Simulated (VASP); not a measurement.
# MgO (P6_3/mmc) in VASP: a series of runs

Runs on MgO. Level: PBEsol. Tasks: single point.

Program: VASP 6.6.1. These are calculated values, not measurements. Logs are shortened: lines on timing, memory, paths and dates and some standing lists are left out, and cuts for length are marked.

## 1. The cell of the first run

Symmetry: P6_3/mmc, No. 194, hexagonal system. Conventional cell: a = 3.349 Å, b = 3.349 Å, c = 4.020 Å, α = 90.00°, β = 90.00°, γ = 120.00°. Mg (site symmetry -6m2) has 5 O at 1.93 to 2.01 Å within 2.6 Å. O (site symmetry -6m2) has 5 Mg at 1.93 to 2.01 Å within 2.6 Å.

## 2. Single point, PBEsol (volume 9.761 Å^3 an atom, c/a of the conventional cell 1.2003)

File INCAR:

```
  PREC = Accurate
  ENCUT = 520
  EDIFF = 1E-6
  ISMEAR = 0
  SIGMA = 0.05
  LREAL = False
  LASPH = True
  NELM = 100
  ALGO = Normal
  ISIF = 2
  LWAVE = False
  LCHARG = True
  GGA = PS
  LELF = True
  LVHAR = True
  NBANDS = 16
```

File KPOINTS:

```
regular mesh
0
Gamma
  9 9 6
```

File POSCAR:

```
MgO
1.0
    3.3489848453      0.0000000000      0.0000000000
   -1.6744924227      2.9003059529      0.0000000000
    0.0000000000      0.0000000000      4.0197339313
Mg O
2 2
Direct
    0.6666666667      0.3333333333      0.7500000000
    0.3333333333      0.6666666667      0.2500000000
    0.6666666667      0.3333333333      0.2500000000
    0.3333333333      0.6666666667      0.7500000000
```

Potentials or basis: VASP PAW PBE potentials, release 64 (Mg, O).

Started as:

```
cat potpaw_PBE.64/Mg/POTCAR potpaw_PBE.64/O/POTCAR > POTCAR
mpirun -np 1 vasp_std > vasp.out
```

OUTCAR:

```text
PREC = Accurate
   ENCUT = 520
   EDIFF = 1E-6
   ISMEAR = 0
   LREAL = False
   LASPH = True
   NELM = 100
   ISIF = 2
   GGA = PS

 ion  position               nearest neighbor table
   1  0.667  0.333  0.750-   4 1.93   4 1.93   4 1.93   3 2.01   3 2.01   2 2.79   2 2.79   2 2.79
                             2 2.79   2 2.79   2 2.79
   2  0.333  0.667  0.250-   3 1.93   3 1.93   3 1.93   4 2.01   4 2.01   1 2.79   1 2.79   1 2.79
                             1 2.79   1 2.79   1 2.79
   3  0.667  0.333  0.250-   2 1.93   2 1.93   2 1.93   1 2.01   1 2.01
   4  0.333  0.667  0.750-   1 1.93   1 1.93   1 1.93   2 2.01   2 2.01

  LATTYP: Found a hexagonal cell.
 ALAT       =     3.3489848453
 C/A-ratio  =     1.2002843002

  Lattice vectors:

 A1 = (   3.3489848453,   0.0000000000,   0.0000000000)
 A2 = (  -1.6744924227,   2.9003059529,   0.0000000000)
 A3 = (   0.0000000000,   0.0000000000,   4.0197339313)

Analysis of symmetry for initial positions (statically):
=====================================================================
 Subroutine PRICEL returns:
 Original cell was already a primitive cell.

 Routine SETGRP: Setting up the symmetry group for a
 hexagonal supercell.

 Subroutine GETGRP returns: Found 24 space group operations
 (whereof 12 operations were pure point group operations)
 out of a pool of 24 trial point group operations.

The static configuration has the point symmetry D_3d.
 The point group associated with its full space group is D_6h.

Analysis of symmetry for dynamics (positions and initial velocities):
=====================================================================
 Subroutine PRICEL returns:
 Original cell was already a primitive cell.

 Routine SETGRP: Setting up the symmetry group for a
 hexagonal supercell.

 Subroutine GETGRP returns: Found 24 space group operations
 (whereof 12 operations were pure point group operations)
 out of a pool of 24 trial point group operations.

The dynamic configuration has the point symmetry D_3d.
 The point group associated with its full space group is D_6h.

 Subroutine INISYM returns: Found 24 space group operations
 (whereof 12 operations are pure point group operations),
 and found     1 'primitive' translations

----------------------------------------------------------------------------------------

                                     Primitive cell

  volume of cell :      39.0440

  direct lattice vectors                    reciprocal lattice vectors
     3.348984845  0.000000000  0.000000000     0.298597947  0.172395605  0.000000000
    -1.674492423  2.900305953  0.000000000     0.000000000  0.344791210  0.000000000
     0.000000000  0.000000000  4.019733931     0.000000000  0.000000000  0.248772684

  length of vectors
     3.348984845  3.348984845  4.019733931     0.344791210  0.344791210  0.248772684

  position of ions in fractional coordinates (direct lattice)
     0.666666667  0.333333333  0.750000000
     0.333333333  0.666666667  0.250000000
     0.666666667  0.333333333  0.250000000
     0.333333333  0.666666667  0.750000000

  ion indices of the primitive-cell ions
   primitive index   ion index
                 1           1
                 2           2
                 3           3
                 4           4

----------------------------------------------------------------------------------------

 KPOINTS: regular mesh

Automatic generation of k-mesh.
 Grid dimensions read from file:
 generate k-points for:    9    9    6

 Generating k-lattice:

  Cartesian coordinates                     Fractional coordinates (reciprocal lattice)
     0.033177550  0.019155067  0.000000000     0.111111111  0.000000000  0.000000000
     0.000000000  0.038310134  0.000000000     0.000000000  0.111111111  0.000000000
     0.000000000  0.000000000  0.041462114     0.000000000  0.000000000  0.166666667

  Length of vectors
     0.038310134  0.038310134  0.041462114

  Shift w.r.t. Gamma in fractional coordinates (k-lattice)
     0.000000000  0.000000000  0.000000000

 Subroutine IBZKPT returns following result:
 ===========================================

 Found     48 irreducible k-points:

 Following reciprocal coordinates:
            Coordinates               Weight
  0.000000  0.000000  0.000000      1.000000
  0.111111  0.000000  0.000000      6.000000
  0.222222 -0.000000  0.000000      6.000000
  0.333333  0.000000  0.000000      6.000000
  0.444444 -0.000000  0.000000      6.000000
  0.111111  0.111111  0.000000      6.000000
[... 16 lines left out ...]
  0.333333  0.222222  0.166667     24.000000
  0.333333  0.333333  0.166667      4.000000
 [... further k-points ...]
   k-points           NKPTS =     48   k-points in BZ     NKDIM =     48   number of bands    NBANDS=     16
   number of dos      NEDOS =    301   number of ions     NIONS =      4
   total plane-waves  NPLWV =  23520
   dimension x,y,z NGX =    28 NGY =   28 NGZ =   30
[... 37 lines left out ...]
  Thomas-Fermi vector in A             =   2.351359
   LORBIT       =      0    0 simple, 1 ext, 2 COOP (PROOUT), +10 PAW based schemes
   GGA     = PS    functional components
   LHFCALC =     F    Hartree Fock is set to
   AEXX    =    0.0000 exact exchange contribution
   IVDW    =     0    specifies the selected vdW correction
   LEPSILON=     F    determine dielectric tensor
   LRPA    =     F    only Hartree local field effects (RPA)
 non-spin polarized calculation
 Gauss-broadening in eV      SIGMA  =   0.05
  energy-cutoff  :      520.00
  volume of cell :       39.04
 maximum number of plane-waves:      1066
 NGX is ok and might be reduce to    28
   NGX = 13   NGY = 13   NGZ = 15

 number of electron      15.9999996 magnetization

 Free energy of the ion-electron system (eV)
  ---------------------------------------------------
  ext. energy  EPLUGINS =         0.00000000
  ---------------------------------------------------
  free energy    TOTEN  =       -24.44133850 eV

  energy without entropy =      -24.44133850  energy(sigma->0) =      -24.44133850

 E-fermi :   2.9727     XC(G=0): -10.8651

 val. band max:        2.7296666644   @ k =   0.0000   0.0000   0.0000
 cond. band min:       6.6537049044   @ k =   0.0000   0.0000   0.0000
 fundamental gap:      3.9240382400
 Fermi energy:         2.9727233486

 k-point     1 :       0.0000    0.0000    0.0000
  band No.  band energies     occupation
      1     -14.7227      2.00000
      2     -12.9576      2.00000
      3      -1.4228      2.00000
      4       0.7242      2.00000
      5       0.7242      2.00000
      6       1.7401      2.00000
[... 8 lines left out ...]
     15      18.8434      0.00000
     16      19.6164      0.00000

 k-point     2 :       0.1111    0.0000    0.0000
  band No.  band energies     occupation
      1     -14.6456      2.00000
      2     -12.9686      2.00000
      3      -1.3154      2.00000
      4       0.5033      2.00000
      5       0.6151      2.00000
      6       1.4270      2.00000
[... 8 lines left out ...]
     15      18.3837      0.00000
     16      19.0652      0.00000

 k-point     3 :       0.2222   -0.0000    0.0000
  band No.  band energies     occupation
      1     -14.4323      2.00000
      2     -13.0122      2.00000
      3      -1.0066      2.00000
      4      -0.1440      2.00000
      5       0.3917      2.00000
      6       0.9813      2.00000
[... 8 lines left out ...]
     15      17.9913      0.00000
     16      18.1909      0.00000

 k-point     4 :       0.3333    0.0000    0.0000
  band No.  band energies     occupation
      1     -14.1385      2.00000
      2     -13.1094      2.00000
      3      -0.8611      2.00000
      4      -0.5454      2.00000
      5       0.1871      2.00000
      6       0.6978      2.00000
[... 8 lines left out ...]
     15      17.7909      0.00000
     16      18.4239      0.00000
[... 324 lines left out ...]
 k-point    22 :       0.2222    0.2222    0.1667
  band No.  band energies     occupation
      1     -13.9112      2.00000
      2     -13.2091      2.00000
      3      -1.0056      2.00000
      4      -0.8995      2.00000
      5       0.3306      2.00000
      6       0.6920      2.00000
[... 8 lines left out ...]
     15      18.0549      0.00000
     16      19.2449      0.00000

 k-point    23 :       0.3333    0.2222    0.1667
  band No.  band energies     occupation
      1     -13.6795      2.00000
      2     -13.3309      2.00000
      3      -1.3240      2.00000
      4      -0.6017      2.00000
      5      -0.1086      2.00000
      6       0.9748      2.00000
[... 8 lines left out ...]
     15      17.7767      0.00000
     16      19.5971      0.00000

 k-point    24 :       0.3333    0.3333    0.1667
  band No.  band energies     occupation
      1     -13.4860      2.00000
      2     -13.4860      2.00000
      3      -1.3173      2.00000
      4      -0.4341      2.00000
      5      -0.4341      2.00000
      6       1.3652      2.00000
[... 8 lines left out ...]
     15      17.5528      0.00000
     16      20.5718      0.00000

 [... further k-points ...]
[... 5 lines left out ...]
  --------------------------------------------------------------------------------------
  -------------------------------------------------------------------------------------
  Total        5.1068282      5.1068282      5.4585725     -0.0000000      0.0000000      0.0000000
  in kB      209.5595848    209.5595848    223.9934735     -0.0000000      0.0000000      0.0000000
  external PRESSURE =     214.3708811 kB  Pullay stress =       0.0000000 kB

 VOLUME and BASIS-vectors are now :
 -----------------------------------------------------------------------------
  energy-cutoff  :      520.00
  volume of cell :       39.04
      direct lattice vectors                 reciprocal lattice vectors
     3.348984845  0.000000000  0.000000000     0.298597947  0.172395605  0.000000000
    -1.674492423  2.900305953  0.000000000     0.000000000  0.344791210  0.000000000
     0.000000000  0.000000000  4.019733931     0.000000000  0.000000000  0.248772684

 POSITION                                       TOTAL-FORCE (eV/Angst)
 -----------------------------------------------------------------------------------
      1.67449      0.96677      3.01480         0.000000      0.000000     -0.000000
     -0.00000      1.93354      1.00493        -0.000000      0.000000     -0.000000
      1.67449      0.96677      1.00493         0.000000     -0.000000      0.000000
     -0.00000      1.93354      3.01480         0.000000     -0.000000      0.000000
 -----------------------------------------------------------------------------------
    total drift:                               -0.000000      0.000000     -0.000000

  FREE ENERGIE OF THE ION-ELECTRON SYSTEM (eV)
  ---------------------------------------------------
  free  energy   TOTEN  =       -24.4413385044 eV

  energy  without entropy=      -24.4413385044  energy(sigma->0) =      -24.44133850
```

It took 29 s on 1 thread of Intel Xeon Platinum 8488C (Sapphire Rapids), shared host; peak memory 0.17 GiB.

What came out:

```yaml
Free_energy: -24.4413 eV
Pressure: 21.4 GPa
Band_gap_on_the_k_mesh: 3.92 eV, direct
```

Caveat: the PAW data sets were made with another functional, which shifts forces and pressure a little.

## 3. Single point, PBEsol (volume 9.761 Å^3 an atom, c/a of the conventional cell 1.0632)

File INCAR:

```
SYSTEM = MgO
  ALGO = Normal
  EDIFF = 1E-6
  ENCUT = 520
  GGA = PS
  ISIF = 2
  ISMEAR = 0
  LASPH = .True.
  LCHARG = .True.
  LELF = .True.
  LREAL = .False.
  LVHAR = .True.
  LWAVE = .False.
  NBANDS = 16
  NELM = 80
  PREC = Accurate
  SIGMA = 0.05
```

File KPOINTS:

```
k-points
0
Gamma
  9 9 6
  0 0 0
```

File POSCAR:

```
MgO
1.0
    3.4871414821      0.0000000000      0.0000000000
   -1.7435707411      3.0199531101      0.0000000000
    0.0000000000      0.0000000000      3.7075288238
Mg O
2 2
Direct
    0.6666666667      0.3333333333      0.7500000000
    0.3333333333      0.6666666667      0.2500000000
    0.6666666667      0.3333333333      0.2500000000
    0.3333333333      0.6666666667      0.7500000000
```

Potentials or basis: VASP PAW PBE potentials, release 64 (Mg, O).

Started as:

```
cat potpaw_PBE.64/Mg/POTCAR potpaw_PBE.64/O/POTCAR > POTCAR
mpirun -np 1 vasp_std > vasp.out
```

Run time: 29 s. Hardware: 1 thread of Intel Xeon Platinum 8488C (Sapphire Rapids), shared host; peak memory 0.16 GiB.

The run converged. Its results:

| Quantity | Value |
| --- | --- |
| Free energy | -23.9463 eV |
| Pressure | 29.0 GPa |
| Band gap on the k mesh | 3.90 eV, direct |

Stress tensor (GPa, compression positive):
```
11.44  0.00  0.00
 0.00 11.44  0.00
 0.00  0.00 64.24
```

Levels at points of the mesh, in eV from the valence-band top:
```
           k point  band 4  band 5  band 6  band 7  band 8  band 9  band 10  band 11  band 12  band 13
(0.00, 0.00, 0.00)   -2.12   -2.12   -0.73   -0.73    0.00    3.90    11.15    12.61    12.61    14.35
(0.00, 0.00, 0.50)   -2.62   -1.47   -1.47   -1.47   -1.47    7.12     7.12    12.95    12.95    12.95
```

Caveat: the PAW data sets were made with another functional, which shifts forces and pressure a little.

## 4. Single point, PBEsol (volume 10.205 Å^3 an atom, c/a of the conventional cell 1.0006)

File INCAR:

```
SYSTEM = MgO
  ALGO = Normal
  EDIFF = 1E-6
  ENCUT = 520
  GGA = PS
  ISIF = 2
  ISMEAR = 0
  LASPH = .TRUE.
  LCHARG = .FALSE.
  LREAL = .FALSE.
  LWAVE = .FALSE.
  NBANDS = 16
  NELM = 100
  PREC = Accurate
  SIGMA = 0.05
```

File KPOINTS:

```
k-points
0
G
  9 9 6
  0 0 0
```

File POSCAR:

```
MgO
1.0
    3.6115527018      0.0000000000      0.0000000000
   -1.8057763509      3.1276963869      0.0000000000
    0.0000000000      0.0000000000      3.6137196334
Mg O
2 2
Direct
    0.6666666667      0.3333333333      0.7500000000
    0.3333333333      0.6666666667      0.2500000000
    0.6666666667      0.3333333333      0.2500000000
    0.3333333333      0.6666666667      0.7500000000
```

Started as:

```
cat potpaw_PBE.64/Mg/POTCAR potpaw_PBE.64/O/POTCAR > POTCAR
mpirun -np 1 vasp_std > vasp.out
```

It took 29 s on 1 thread of Intel Xeon Platinum 8488C (Sapphire Rapids), shared host; peak memory 0.16 GiB.

Results (log left out):

- Free energy: -23.6187 eV
- Pressure: 27.6 GPa
- Band gap on the k mesh: 3.67 eV, indirect (least direct gap 3.69 eV)

Stress tensor (GPa, compression positive):
```
 2.85  0.00  0.00
 0.00  2.85  0.00
 0.00  0.00 77.00
```

Levels at points of the mesh, in eV from the valence-band top:
| k point | band 4 | band 5 | band 6 | band 7 | band 8 | band 9 | band 10 | band 11 | band 12 | band 13 |
| --- | --- | --- | --- | --- | --- | --- | --- | --- | --- | --- |
| (0.00, 0.00, 0.00) | -2.08 | -2.08 | -0.56 | -0.56 | -0.03 | 3.67 | 11.31 | 12.08 | 12.08 | 14.68 |
| (0.00, 0.00, 0.50) | -2.55 | -1.36 | -1.36 | -1.36 | -1.36 | 6.98 | 6.98 | 12.44 | 12.44 | 12.44 |

Caveat: the PAW data sets were made with another functional, which shifts forces and pressure a little. A k mesh can miss the band edges.

## 5. Single point, PBEsol (volume 10.205 Å^3 an atom, c/a of the conventional cell 1.4399)

File INCAR:

```
SYSTEM = MgO
  PREC = Accurate
  ENCUT = 520
  EDIFF = 1E-6
  ISMEAR = 0
  SIGMA = 0.05
  LREAL = .FALSE.
  LASPH = .TRUE.
  NELM = 60
  ALGO = Normal
  ISIF = 2
  LWAVE = .FALSE.
  LCHARG = .FALSE.
  GGA = PS
  NBANDS = 16
```

File KPOINTS:

```
Automatic mesh
0
G
  9 9 6
  0 0 0
```

File POSCAR:

```
MgO
1.0
    3.1989197530      0.0000000000      0.0000000000
   -1.5994598765      2.7703457707      0.0000000000
    0.0000000000      0.0000000000      4.6061245523
Mg O
2 2
Direct
    0.6666666667      0.3333333333      0.7500000000
    0.3333333333      0.6666666667      0.2500000000
    0.6666666667      0.3333333333      0.2500000000
    0.3333333333      0.6666666667      0.7500000000
```

Started as:

```
cat potpaw_PBE.64/Mg/POTCAR potpaw_PBE.64/O/POTCAR > POTCAR
mpirun -np 1 vasp_std > vasp.out
```

Wall time 29 s (1 thread of Intel Xeon Platinum 8488C (Sapphire Rapids), shared host); peak memory 0.16 GiB.

Results (log left out):

```
Free energy            : -23.9921 eV
Pressure               : 21.7 GPa
Band gap on the k mesh : 3.60 eV, direct
```

Stress tensor (GPa, compression positive):
```
35.16  0.00  0.00
 0.00 35.16  0.00
 0.00  0.00 -5.13
```

Levels at points of the mesh, in eV from the valence-band top:
```csv
k point,band 6,band 7,band 8,band 9,band 10,band 11
"(0.00, 0.00, 0.00)",-1.17,-1.17,0.00,3.60,9.68,11.12
"(0.00, 0.00, 0.50)",-1.44,-1.44,-1.44,6.60,6.60,14.08
```

Caveat: the PAW data sets were made with another functional, which shifts forces and pressure a little.

## 6. Single point, PBEsol (volume 10.205 Å^3 an atom, c/a of the conventional cell 1.2753)

File INCAR:

```
SYSTEM = MgO
PREC = Accurate ; ENCUT = 520
EDIFF = 1E-7 ; ISMEAR = 0
SIGMA = 0.05 ; LREAL = .FALSE.
LASPH = .TRUE. ; NELM = 100
ALGO = Normal ; ISIF = 2
LWAVE = .FALSE. ; LCHARG = .FALSE.
GGA = PS ; NBANDS = 16
```

KPOINTS is that of step 5.

File POSCAR:

```
MgO
1.0
    3.3310156235      0.0000000000      0.0000000000
   -1.6655078117      2.8847441503      0.0000000000
    0.0000000000      0.0000000000      4.2480442246
Mg O
2 2
Direct
    0.6666666667      0.3333333333      0.7500000000
    0.3333333333      0.6666666667      0.2500000000
    0.6666666667      0.3333333333      0.2500000000
    0.3333333333      0.6666666667      0.7500000000
```

Potentials or basis: VASP PAW PBE potentials, release 64 (Mg, O).

Started as:

```
cat potpaw_PBE.64/Mg/POTCAR potpaw_PBE.64/O/POTCAR > POTCAR
mpirun -np 1 vasp_std > vasp.out
```

Wall time 34 s (1 thread of Intel Xeon Platinum 8488C (Sapphire Rapids), shared host); peak memory 0.17 GiB.

It converged, with:

```yaml
Free_energy: -24.5589 eV
Pressure: 13.4 GPa
Band_gap_on_the_k_mesh: 3.65 eV, direct
```

Stress tensor (GPa, compression positive):
```
18.13  0.00  0.00
 0.00 18.13  0.00
 0.00  0.00  3.82
```

Levels at points of the mesh, in eV from the valence-band top:
```tsv
k point	band 5	band 6	band 7	band 8	band 9	band 10	band 11	band 12
(0.00, 0.00, 0.00)	-1.87	-1.05	-1.05	0.00	3.65	9.77	12.10	13.33
(0.00, 0.00, 0.50)	-1.47	-1.47	-1.47	-1.47	6.68	6.68	13.69	13.69
```

Caveat: the PAW data sets were made with another functional, which shifts forces and pressure a little.

## 7. Overview

```tsv
cell	gap on the mesh (eV)	pressure (GPa)
a = 3.349, b = 3.349, c = 4.020 Å, angles 90.0, 90.0, 120.0°, 4 atoms	3.92	21.4
a = 3.487, b = 3.487, c = 3.708 Å, angles 90.0, 90.0, 120.0°, 4 atoms	3.90	29.0
a = 3.612, b = 3.612, c = 3.614 Å, angles 90.0, 90.0, 120.0°, 4 atoms	3.67	27.6
a = 3.199, b = 3.199, c = 4.606 Å, angles 90.0, 90.0, 120.0°, 4 atoms	3.60	21.7
a = 3.331, b = 3.331, c = 4.248 Å, angles 90.0, 90.0, 120.0°, 4 atoms	3.65	13.4
```

Alike in all rows: task single point; level PBEsol; potentials or basis VASP PAW PBE potentials, release 64 (Mg, O); no spin polarisation; k mesh 9 × 9 × 6; cutoff (eV) 520; smearing gaussian 0.05 eV.

Caveats: the PAW data sets were made with another functional, which shifts forces and pressure a little.

Absolute energies hang on the potentials; compare differences alone.
